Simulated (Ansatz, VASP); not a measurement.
# One calculation of Pd, two programs

```
Pd
1.0
     0.00000    1.94050    1.94050
     1.94050    0.00000    1.94050
     1.94050    1.94050    0.00000
Pd
1
Direct
  0.00000 0.00000 0.00000
```

Alike in both runs: task single point; functional LDA; k mesh 11 × 11 × 11; occupations fermi-dirac, width 0.1 eV; no spin polarisation.

```csv
,VASP,Ansatz
version,VASP 6.6.1,Ansatz 0.2.0
potentials or method,"VASP PAW LDA potentials, release 64 (Pd), cutoff 500 eV","PAW, plane waves, scalar-relativistic"
valence electrons in the cell,10,18
```

```csv
,VASP,Ansatz,Ansatz less VASP
pressure (GPa),-5.7,-6.0,-0.31
```

LDA's correlation is that of Perdew and Zunger in VASP and of Perdew and Wang (1992) in Ansatz. VASP's potentials hold 10 valence electrons a cell and Ansatz's 18, so a difference there can come from the potentials and not from the codes.
